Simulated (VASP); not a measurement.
# PF (Pm-3m) in VASP: single point with r2SCAN

Aim: the single point of PF with r2SCAN.

Program: VASP 6.6.1. These are calculated values, not measurements. Logs are shortened: lines on timing, memory, paths and dates and some standing lists are left out, and cuts for length are marked.

## (1) The cell of the first run

It takes space group Pm-3m (No. 221, cubic). The conventional cell has a = 2.941 Å, b = 2.941 Å, c = 2.941 Å, α = 90.00°, β = 90.00°, γ = 90.00°. P (site symmetry m-3m) has 8 F at 2.55 Å and 6 P at 2.94 Å within 3.4 Å. F (site symmetry m-3m) has 8 P at 2.55 Å and 6 F at 2.94 Å within 3.4 Å.

## (2) Single point, r2SCAN

POSCAR

```
PF
1.0
    2.9411520000      0.0000000000      0.0000000000
    0.0000000000      2.9411520000      0.0000000000
    0.0000000000      0.0000000000      2.9411520000
P F
1 1
Direct
    0.0000000000      0.0000000000      0.0000000000
    0.5000000000      0.5000000000      0.5000000000
```

INCAR.step1

```
ALGO = Normal
EDIFF = 1E-5
ENCUT = 660
GGA = PE
GGA_COMPAT = False
ISMEAR = -1
LASPH = True
LCHARG = False
LREAL = False
LWAVE = True
NBANDS = 13
NELM = 120
PREC = Accurate
SIGMA = 0.0914
```

INCAR.step2

```
ALGO = Normal
EDIFF = 1E-6
ENCUT = 660
GGA_COMPAT = False
ISIF = 2
ISMEAR = -1
ISTART = 1
LASPH = True
LCHARG = False
LMIXTAU = True
LREAL = False
LWAVE = False
METAGGA = R2SCAN
NBANDS = 13
NELM = 120
PREC = Accurate
SIGMA = 0.0914
```

KPOINTS

```
k-points
0
Gamma
  11 11 11
```

Potentials or basis: VASP PAW PBE potentials, release 64 (P, F).

Launch:

```sh
> cat potpaw_PBE.64/P/POTCAR potpaw_PBE.64/F/POTCAR > POTCAR
> cp INCAR.step1 INCAR
> mpirun -np 1 vasp_std > vasp.out
> cp INCAR.step2 INCAR
> mpirun -np 1 vasp_std > vasp.out
```

OUTCAR:

```text
EDIFF = 1E-6
   ENCUT = 660
   ISIF = 2
   ISMEAR = -1
   ISTART = 1
   LASPH = True
   LREAL = False
   METAGGA = R2SCAN
   NELM = 120
   PREC = Accurate

 ion  position               nearest neighbor table
   1  0.000  0.000  0.000-
   2  0.500  0.500  0.500-

  LATTYP: Found a simple cubic cell.
 ALAT       =     2.9411520000

  Lattice vectors:

 A1 = (   2.9411520000,   0.0000000000,   0.0000000000)
 A2 = (   0.0000000000,   2.9411520000,   0.0000000000)
 A3 = (   0.0000000000,   0.0000000000,   2.9411520000)

Analysis of symmetry for initial positions (statically):
=====================================================================
 Subroutine PRICEL returns:
 Original cell was already a primitive cell.

 Routine SETGRP: Setting up the symmetry group for a
 simple cubic supercell.

 Subroutine GETGRP returns: Found 48 space group operations
 (whereof 48 operations were pure point group operations)
 out of a pool of 48 trial point group operations.

The static configuration has the point symmetry O_h .

Analysis of symmetry for dynamics (positions and initial velocities):
=====================================================================
 Subroutine PRICEL returns:
 Original cell was already a primitive cell.

 Routine SETGRP: Setting up the symmetry group for a
 simple cubic supercell.

 Subroutine GETGRP returns: Found 48 space group operations
 (whereof 48 operations were pure point group operations)
 out of a pool of 48 trial point group operations.

The dynamic configuration has the point symmetry O_h .

 Subroutine INISYM returns: Found 48 space group operations
 (whereof 48 operations are pure point group operations),
 and found     1 'primitive' translations

----------------------------------------------------------------------------------------

                                     Primitive cell

  volume of cell :      25.4421

  direct lattice vectors                    reciprocal lattice vectors
     2.941152000  0.000000000  0.000000000     0.340002829  0.000000000  0.000000000
     0.000000000  2.941152000  0.000000000     0.000000000  0.340002829  0.000000000
     0.000000000  0.000000000  2.941152000     0.000000000  0.000000000  0.340002829

  length of vectors
     2.941152000  2.941152000  2.941152000     0.340002829  0.340002829  0.340002829

  position of ions in fractional coordinates (direct lattice)
     0.000000000  0.000000000  0.000000000
[... 81 lines left out ...]
   NSW    =      0    number of steps for IOM
   IBRION =     -1    ionic relax: 0-MD 1-quasi-New 2-CG
   NFREE  =      0    steps in history (QN), initial steepest desc. (CG)
   ISIF   =      2    stress and relaxation
   ISYM   =      2    0-nonsym 1-usesym 2-fastsym
   POTIM  = 0.5000    time-step for ionic-motion
   TEBEG  =    0.0;   TEEND  =   0.0 temperature during run
   PSTRESS=    0.0 pullay stress
   NELECT =      12.0000    total number of electrons
   NUPDOWN=      -1.0000    fix difference up-down
   EMIN   =  10.00;   EMAX   =-10.00  energy-range for DOS
   EFERMI =   0.00;   METHOD = LEGACY
   ISMEAR =    -1;   SIGMA  =   0.09  broadening in eV -4-tet -1-fermi 0-gaus
   EFERMI_NEDOS =   21; number of points for ismear=-14 and -15
   IALGO  =     38    algorithm
   IMIX   =      4    mixing-type and parameters
     AMIX     =   0.40;   BMIX     =  1.00
     AMIX_MAG =   1.60;   BMIX_MAG =  1.00
  volume/ion in A,a.u.               =      12.72        85.85
  Fermi-wavevector in a.u.,A,eV,Ry     =   1.274337  2.408149 22.094989  1.623936
  Thomas-Fermi vector in A             =   2.407111
   LORBIT       =      0    0 simple, 1 ext, 2 COOP (PROOUT), +10 PAW based schemes
   METAGGA = R2SCAN    functional components
   LHFCALC =     F    Hartree Fock is set to
   AEXX    =    0.0000 exact exchange contribution
   IVDW    =     0    specifies the selected vdW correction
   LEPSILON=     F    determine dielectric tensor
   LRPA    =     F    only Hartree local field effects (RPA)
 non-spin polarized calculation
  energy-cutoff  :      660.00
  volume of cell :       25.44
 maximum number of plane-waves:       991
 NGX is ok and might be reduce to    28
   NGX = 13   NGY = 13   NGZ = 13

 number of electron      11.9999997 magnetization

 Free energy of the ion-electron system (eV)
  ---------------------------------------------------
  ext. energy  EPLUGINS =         0.00000000
  ---------------------------------------------------
  free energy    TOTEN  =       -11.63667257 eV

  energy without entropy =      -11.59809036  energy(sigma->0) =      -11.61738146

 E-fermi :   5.3209     XC(G=0): -11.3922

 val. band max:        5.3206360326   @ k =   0.2727   0.1818   0.0909
 cond. band min:       5.4353654716   @ k =   0.4545   0.3636   0.3636
 fundamental gap:      0.1147294390
 Fermi energy:         5.3208919327

 k-point     1 :       0.0000    0.0000    0.0000
  band No.  band energies     occupation
      1     -19.5359      2.00000
      2      -6.1519      2.00000
      3       0.5528      2.00000
      4       0.5528      2.00000
      5       0.5528      2.00000
      6       9.1900      0.00000
      7       9.1900      0.00000
      8       9.1900      0.00000
      9      12.4471      0.00000
     10      12.4471      0.00000
     11      22.0650      0.00000
     12      23.9808      0.00000
     13      23.9808      0.00000
[... 354 lines left out ...]
  band No.  band energies     occupation
      1     -19.3111      2.00000
      2      -6.1757      2.00000
      3      -0.0239      2.00000
      4       0.6694      2.00000
      5       1.5419      2.00000
      6       5.2758      1.24175
      7       8.0594      0.00000
      8       8.5321      0.00000
      9      14.7992      0.00000
     10      17.8780      0.00000
     11      20.5052      0.00000
     12      20.5986      0.00000
     13      23.4390      0.00000

 [... further k-points ...]
[... 5 lines left out ...]
  --------------------------------------------------------------------------------------
  -------------------------------------------------------------------------------------
  Total       -0.1346939     -0.1346939     -0.1346939      0.0000000      0.0000000      0.0000000
  in kB       -8.4821529     -8.4821529     -8.4821529      0.0000000      0.0000000      0.0000000
  external PRESSURE =      -8.4821529 kB  Pullay stress =       0.0000000 kB

 VOLUME and BASIS-vectors are now :
 -----------------------------------------------------------------------------
  energy-cutoff  :      660.00
  volume of cell :       25.44
      direct lattice vectors                 reciprocal lattice vectors
     2.941152000  0.000000000  0.000000000     0.340002829  0.000000000  0.000000000
     0.000000000  2.941152000  0.000000000     0.000000000  0.340002829  0.000000000
     0.000000000  0.000000000  2.941152000     0.000000000  0.000000000  0.340002829

 POSITION                                       TOTAL-FORCE (eV/Angst)
 -----------------------------------------------------------------------------------
      0.00000      0.00000      0.00000         0.000000      0.000000      0.000000
      1.47058      1.47058      1.47058         0.000000      0.000000      0.000000
 -----------------------------------------------------------------------------------
    total drift:                                0.000000      0.000000      0.000000

  FREE ENERGIE OF THE ION-ELECTRON SYSTEM (eV)
  ---------------------------------------------------
  free  energy   TOTEN  =       -11.6366725657 eV

  energy  without entropy=      -11.5980903636  energy(sigma->0) =      -11.61738146
```

OUTCAR.step1:

```text
EDIFF = 1E-5
   ENCUT = 660
   GGA = PE
   ISMEAR = -1
   LASPH = True
[... 605 lines left out ...]
      0.00000      0.00000      0.00000         0.000000      0.000000      0.000000
      1.47058      1.47058      1.47058         0.000000      0.000000      0.000000
 -----------------------------------------------------------------------------------
    total drift:                                0.000000      0.000000      0.000000

  FREE ENERGIE OF THE ION-ELECTRON SYSTEM (eV)
  ---------------------------------------------------
  free  energy   TOTEN  =        -6.9388740889 eV

  energy  without entropy=       -6.8990920889  energy(sigma->0) =       -6.91898309
```

Run time: 1.7 min. Hardware: 1 thread of AMD EPYC 7R43 (Zen 3), shared host; peak memory 0.13 GiB.

What came out:

```
Free energy            : -11.6367 eV
Pressure               : -0.8 GPa
Band gap on the k mesh : zero (bands 6 and 7 overlap by 5.81 eV)
```

Caveat: the PAW data sets were made with another functional, which shifts forces and pressure a little.

The gap in the log of VASP goes by the Fermi energy; the results here count the filled bands.